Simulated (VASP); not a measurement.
# GaSb in VASP: single point with PBE

Aim: the single point of GaSb with PBE.

All numbers are computed with VASP 6.6.1; they aren't measurements. Logs are shortened: lines on timing, memory, paths and dates and some standing lists are left out, and cuts for length are marked.

**1. The cell of the first run**

The cell holds a wire or tube with vacuum around it, 12 atoms: a = 16.000 Å, b = 16.600 Å, c = 4.289 Å, α = 90.00°, β = 90.00°, γ = 90.00°.

**2. Single point, PBE**

The input, INCAR:

```
  PREC = Accurate
  ENCUT = 520
  EDIFF = 1E-6
  ISMEAR = 0
  SIGMA = 0.05
  LREAL = False
  LASPH = True
  NELM = 100
  ALGO = Normal
  ISIF = 2
  LWAVE = False
  LCHARG = False
  GGA = PE
  NBANDS = 66
```

The input, KPOINTS:

```
regular mesh
0
Gamma
  1 1 11
```

The input, POSCAR:

```
GaSb
1.0
   16.0000000000      0.0000000000      0.0000000000
    0.0000000000     16.6000000000      0.0000000000
    0.0000000000      0.0000000000      4.2894798525
Ga Sb
6 6
Direct
    0.6955049060      0.5668212829      0.5000000000
    0.5377402962      0.6964988676      0.0000000000
    0.3422672714      0.6297067760      0.5000000000
    0.3044950940      0.4331787171      0.0000000000
    0.4622597038      0.3035011324      0.5000000000
    0.6577327286      0.3702932240      0.0000000000
    0.6977430718      0.6599239815      0.0000000000
    0.4551935012      0.7449112654      0.5000000000
    0.2574697419      0.5850646228      0.0000000000
    0.3022569282      0.3400760185      0.5000000000
    0.5448064988      0.2550887346      0.0000000000
    0.7425302581      0.4149353772      0.5000000000
```

Potentials or basis: VASP PAW PBE potentials, release 64 (Ga_d, Sb).

Run with:

```bash
$ cat potpaw_PBE.64/Ga_d/POTCAR potpaw_PBE.64/Sb/POTCAR > POTCAR
$ mpirun -np 1 vasp_std > vasp.out
```

OUTCAR:

```text
PREC = Accurate
   ENCUT = 520
   EDIFF = 1E-6
   ISMEAR = 0
   LREAL = False
   LASPH = True
   NELM = 100
   ISIF = 2
   GGA = PE

 ion  position               nearest neighbor table
   1  0.696  0.567  0.500-  12 2.63   7 2.64   7 2.64
   2  0.538  0.696  0.000-   7 2.63   8 2.64   8 2.64
   3  0.342  0.630  0.500-   8 2.63   9 2.64   9 2.64
   4  0.304  0.433  0.000-   9 2.63  10 2.64  10 2.64
   5  0.462  0.304  0.500-  10 2.63  11 2.64  11 2.64
   6  0.658  0.370  0.000-  11 2.63  12 2.64  12 2.64
   7  0.698  0.660  0.000-   2 2.63   1 2.64   1 2.64
   8  0.455  0.745  0.500-   3 2.63   2 2.64   2 2.64
   9  0.257  0.585  0.000-   4 2.63   3 2.64   3 2.64
  10  0.302  0.340  0.500-   5 2.63   4 2.64   4 2.64
  11  0.545  0.255  0.000-   6 2.63   5 2.64   5 2.64
  12  0.743  0.415  0.500-   1 2.63   6 2.64   6 2.64

  LATTYP: Found a simple orthorhombic cell.
 ALAT       =     4.2894798525
 B/A-ratio  =     3.7300559858
 C/A-ratio  =     3.8699330853

  Lattice vectors:

 A1 = (   0.0000000000,   0.0000000000,   4.2894798525)
 A2 = (  16.0000000000,   0.0000000000,   0.0000000000)
 A3 = (   0.0000000000,  16.6000000000,   0.0000000000)

Analysis of symmetry for initial positions (statically):
=====================================================================
 Subroutine PRICEL returns:
 Original cell was already a primitive cell.

 Routine SETGRP: Setting up the symmetry group for a
 simple orthorhombic supercell.

 Subroutine GETGRP returns: Found  4 space group operations
 (whereof  2 operations were pure point group operations)
 out of a pool of  8 trial point group operations.

The static configuration has the point symmetry C_1h.
 The point group associated with its full space group is C_2h.

Analysis of symmetry for dynamics (positions and initial velocities):
=====================================================================
 Subroutine PRICEL returns:
 Original cell was already a primitive cell.

 Routine SETGRP: Setting up the symmetry group for a
 simple orthorhombic supercell.

 Subroutine GETGRP returns: Found  4 space group operations
 (whereof  2 operations were pure point group operations)
 out of a pool of  8 trial point group operations.

The dynamic configuration has the point symmetry C_1h.
 The point group associated with its full space group is C_2h.

 Subroutine INISYM returns: Found  4 space group operations
 (whereof  2 operations are pure point group operations),
 and found     1 'primitive' translations

----------------------------------------------------------------------------------------

                                     Primitive cell

  volume of cell :    1139.2858

  direct lattice vectors                    reciprocal lattice vectors
    16.000000000  0.000000000  0.000000000     0.062500000  0.000000000  0.000000000
     0.000000000 16.600000000  0.000000000     0.000000000  0.060240964  0.000000000
     0.000000000  0.000000000  4.289479853     0.000000000  0.000000000  0.233128499

  length of vectors
    16.000000000 16.600000000  4.289479853     0.062500000  0.060240964  0.233128499

  position of ions in fractional coordinates (direct lattice)
     0.695504906  0.566821283  0.500000000
     0.537740296  0.696498868  0.000000000
     0.342267271  0.629706776  0.500000000
     0.304495094  0.433178717  0.000000000
     0.462259704  0.303501132  0.500000000
     0.657732729  0.370293224  0.000000000
     0.697743072  0.659923982  0.000000000
     0.455193501  0.744911265  0.500000000
     0.257469742  0.585064623  0.000000000
     0.302256928  0.340076018  0.500000000
     0.544806499  0.255088735  0.000000000
     0.742530258  0.414935377  0.500000000

  ion indices of the primitive-cell ions
   primitive index   ion index
                 1           1
                 2           2
                 3           3
                 4           4
                 5           5
                 6           6
                 7           7
                 8           8
                 9           9
                10          10
                11          11
                12          12

----------------------------------------------------------------------------------------

 KPOINTS: regular mesh

Automatic generation of k-mesh.
 Grid dimensions read from file:
 generate k-points for:    1    1   11

 Generating k-lattice:

  Cartesian coordinates                     Fractional coordinates (reciprocal lattice)
     0.062500000  0.000000000  0.000000000     1.000000000  0.000000000  0.000000000
     0.000000000  0.060240964  0.000000000     0.000000000  1.000000000  0.000000000
     0.000000000  0.000000000  0.021193500     0.000000000  0.000000000  0.090909091

  Length of vectors
     0.062500000  0.060240964  0.021193500

  Shift w.r.t. Gamma in fractional coordinates (k-lattice)
     0.000000000  0.000000000  0.000000000

 Subroutine IBZKPT returns following result:
 ===========================================

 Found      6 irreducible k-points:

 Following reciprocal coordinates:
            Coordinates               Weight
  0.000000  0.000000  0.000000      1.000000
  0.000000  0.000000  0.090909      2.000000
  0.000000  0.000000  0.181818      2.000000
  0.000000  0.000000  0.272727      2.000000
  0.000000  0.000000  0.363636      2.000000
  0.000000  0.000000  0.454545      2.000000
   k-points           NKPTS =      6   k-points in BZ     NKDIM =      6   number of bands    NBANDS=     66
   number of dos      NEDOS =    301   number of ions     NIONS =     12
   total plane-waves  NPLWV = 483840
   dimension x,y,z NGX =   120 NGY =  126 NGZ =   32
   dimension x,y,z NGXF=   240 NGYF=  252 NGZF=   64
   ions per type =               6   6
   NGX,Y,Z   is equivalent  to a cutoff of  12.47, 12.62, 12.40 a.u.
   NGXF,Y,Z  is equivalent  to a cutoff of  24.94, 25.24, 24.80 a.u.
 SYSTEM =  unknown system
   PREC   = accura    normal or accurate (medium, high low for compatibility)
   ISTART =      0    job   : 0-new  1-cont  2-samecut
   ICHARG =      2    charge: 1-file 2-atom 10-const
   ISPIN  =      1    spin polarized calculation?
   LNONCOLLINEAR =      F non collinear calculations
   LSORBIT =      F    spin-orbit coupling
   LASPH  =      T    aspherical Exc in radial PAW
   ENCUT  =  520.0 eV  38.22 Ry    6.18 a.u.  29.75 30.86  7.98*2*pi/ulx,y,z
   NELM   =    100;   NELMIN=  2; NELMDL= -5     # of ELM steps
   EDIFF  = 0.1E-05   stopping-criterion for ELM
   LREAL  =      F    real-space projection
   EDIFFG = 0.1E-04   stopping-criterion for IOM
   NSW    =      0    number of steps for IOM
   IBRION =     -1    ionic relax: 0-MD 1-quasi-New 2-CG
   NFREE  =      0    steps in history (QN), initial steepest desc. (CG)
   ISIF   =      2    stress and relaxation
   ISYM   =      2    0-nonsym 1-usesym 2-fastsym
   POTIM  = 0.5000    time-step for ionic-motion
   TEBEG  =    0.0;   TEEND  =   0.0 temperature during run
   PSTRESS=    0.0 pullay stress
   NELECT =     108.0000    total number of electrons
   NUPDOWN=      -1.0000    fix difference up-down
   EMIN   =  10.00;   EMAX   =-10.00  energy-range for DOS
   EFERMI =   0.00;   METHOD = LEGACY
   ISMEAR =     0;   SIGMA  =   0.05  broadening in eV -4-tet -1-fermi 0-gaus
   EFERMI_NEDOS =   21; number of points for ismear=-14 and -15
   IALGO  =     38    algorithm
   IMIX   =      4    mixing-type and parameters
     AMIX     =   0.40;   BMIX     =  1.00
     AMIX_MAG =   1.60;   BMIX_MAG =  1.00
  volume/ion in A,a.u.               =      94.94       640.69
  Fermi-wavevector in a.u.,A,eV,Ry     =   0.746458  1.410600  7.581153  0.557199
  Thomas-Fermi vector in A             =   1.842284
   LORBIT       =      0    0 simple, 1 ext, 2 COOP (PROOUT), +10 PAW based schemes
   GGA     = PE    functional components
   LHFCALC =     F    Hartree Fock is set to
   AEXX    =    0.0000 exact exchange contribution
   IVDW    =     0    specifies the selected vdW correction
   LEPSILON=     F    determine dielectric tensor
   LRPA    =     F    only Hartree local field effects (RPA)
 non-spin polarized calculation
 Gauss-broadening in eV      SIGMA  =   0.05
  energy-cutoff  :      520.00
  volume of cell :     1139.29
 maximum number of plane-waves:     30740
 NGX is ok and might be reduce to   120
   NGX = 59   NGY = 61   NGZ = 15

 number of electron     108.0000038 magnetization

 Free energy of the ion-electron system (eV)
  ---------------------------------------------------
  ext. energy  EPLUGINS =         0.00000000
  ---------------------------------------------------
  free energy    TOTEN  =       -40.55026952 eV

  energy without entropy =      -40.55026952  energy(sigma->0) =      -40.55026952

 E-fermi :  -1.5952     XC(G=0):  -3.7797

 val. band max:       -1.8597396512   @ k =   0.0000   0.0000   0.0000
 cond. band min:      -1.0630219726   @ k =   0.0000   0.0000   0.0000
 fundamental gap:      0.7967176786
 Fermi energy:        -1.5952472446

 k-point     1 :       0.0000    0.0000    0.0000
  band No.  band energies     occupation
      1     -16.7592      2.00000
      2     -16.7510      2.00000
      3     -16.7509      2.00000
      4     -16.7346      2.00000
      5     -16.7345      2.00000
      6     -16.7263      2.00000
[... 58 lines left out ...]
     65       1.3129      0.00000
     66       1.3426      0.00000

 k-point     2 :       0.0000    0.0000    0.0909
  band No.  band energies     occupation
      1     -16.7579      2.00000
      2     -16.7500      2.00000
      3     -16.7499      2.00000
      4     -16.7340      2.00000
      5     -16.7339      2.00000
      6     -16.7258      2.00000
[... 58 lines left out ...]
     65       1.4649      0.00000
     66       1.4877      0.00000

 k-point     3 :       0.0000    0.0000    0.1818
  band No.  band energies     occupation
      1     -16.7541      2.00000
      2     -16.7472      2.00000
      3     -16.7471      2.00000
      4     -16.7325      2.00000
      5     -16.7324      2.00000
      6     -16.7246      2.00000
[... 58 lines left out ...]
     65       1.8788      0.00000
     66       1.8910      0.00000

 k-point     4 :       0.0000    0.0000    0.2727
  band No.  band energies     occupation
      1     -16.7485      2.00000
      2     -16.7433      2.00000
      3     -16.7432      2.00000
      4     -16.7311      2.00000
      5     -16.7310      2.00000
      6     -16.7241      2.00000
[... 58 lines left out ...]
     65       1.6265      0.00000
     66       1.7649      0.00000

 k-point     5 :       0.0000    0.0000    0.3636
  band No.  band energies     occupation
      1     -16.7419      2.00000
      2     -16.7389      2.00000
      3     -16.7388      2.00000
      4     -16.7306      2.00000
      5     -16.7306      2.00000
      6     -16.7254      2.00000
[... 58 lines left out ...]
     65       1.0428      0.00000
     66       2.0028      0.00000

 k-point     6 :       0.0000    0.0000    0.4545
  band No.  band energies     occupation
      1     -16.7351      2.00000
      2     -16.7348      2.00000
      3     -16.7348      2.00000
      4     -16.7319      2.00000
      5     -16.7319      2.00000
      6     -16.7292      2.00000
[... 58 lines left out ...]
     65       0.8720      0.00000
     66       1.4294      0.00000

------------------------ aborting loop because EDIFF is reached ----------------------------------------

  FORCE on cell =-STRESS in cart. coord.  units (eV):
  Direction    XX          YY          ZZ          XY          YZ          ZX
  --------------------------------------------------------------------------------------
  -------------------------------------------------------------------------------------
  Total        0.1365309      0.1432645      0.2383824      0.0044417      0.0000000      0.0000000
  in kB        0.1920033      0.2014728      0.3352371      0.0062464      0.0000000      0.0000000
  external PRESSURE =       0.2429044 kB  Pullay stress =       0.0000000 kB

 VOLUME and BASIS-vectors are now :
 -----------------------------------------------------------------------------
  energy-cutoff  :      520.00
  volume of cell :     1139.29
      direct lattice vectors                 reciprocal lattice vectors
    16.000000000  0.000000000  0.000000000     0.062500000  0.000000000  0.000000000
     0.000000000 16.600000000  0.000000000     0.000000000  0.060240964  0.000000000
     0.000000000  0.000000000  4.289479853     0.000000000  0.000000000  0.233128499

 POSITION                                       TOTAL-FORCE (eV/Angst)
 -----------------------------------------------------------------------------------
     11.12808      9.40923      2.14474        -0.007198     -0.017796      0.000000
      8.60384     11.56188      0.00000         0.010484     -0.014509      0.000000
      5.47628     10.45313      2.14474         0.017170      0.000874      0.000000
      4.87192      7.19077      0.00000         0.007198      0.017796      0.000000
      7.39616      5.03812      2.14474        -0.010484      0.014509      0.000000
     10.52372      6.14687      0.00000        -0.017170     -0.000874      0.000000
     11.16389     10.95474      0.00000         0.011062      0.022699      0.000000
      7.28310     12.36553      2.14474        -0.014057      0.019829      0.000000
      4.11952      9.71207      0.00000        -0.024946     -0.001687      0.000000
      4.83611      5.64526      2.14474        -0.011062     -0.022699      0.000000
      8.71690      4.23447      0.00000         0.014057     -0.019829      0.000000
     11.88048      6.88793      2.14474         0.024946      0.001687      0.000000
 -----------------------------------------------------------------------------------
    total drift:                               -0.000000     -0.000000     -0.000000

  FREE ENERGIE OF THE ION-ELECTRON SYSTEM (eV)
  ---------------------------------------------------
  free  energy   TOTEN  =       -40.5502695189 eV

  energy  without entropy=      -40.5502695189  energy(sigma->0) =      -40.55026952
```

It took 11 min on 1 thread of Intel Xeon 6975P-C (Granite Rapids), shared host; peak memory 1 GiB.

What came out:

```
Free energy            : -40.5503 eV
Largest force          : 0.025 eV/Å
Band gap on the k mesh : 0.80 eV
```

Forces on the atoms (eV/Å):
```
Ga  -0.007 -0.018  0.000
Ga   0.010 -0.015  0.000
Ga   0.017  0.001  0.000
Ga   0.007  0.018  0.000
Ga  -0.010  0.015  0.000
Ga  -0.017 -0.001  0.000
Sb   0.011  0.023  0.000
Sb  -0.014  0.020  0.000
Sb  -0.025 -0.002  0.000
Sb  -0.011 -0.023  0.000
Sb   0.014 -0.020  0.000
Sb   0.025  0.002  0.000
```

Levels at points of the mesh, in eV from the valence-band top:
```tsv
k point	band 50	band 51	band 52	band 53	band 54	band 55	band 56	band 57	band 58	band 59
(0.00, 0.00, 0.00)	-0.80	-0.66	-0.42	-0.42	0.00	0.80	0.93	1.39	1.40	2.00
```

Caveat: spin-orbit coupling is left out, which moves the levels of the heavy elements.
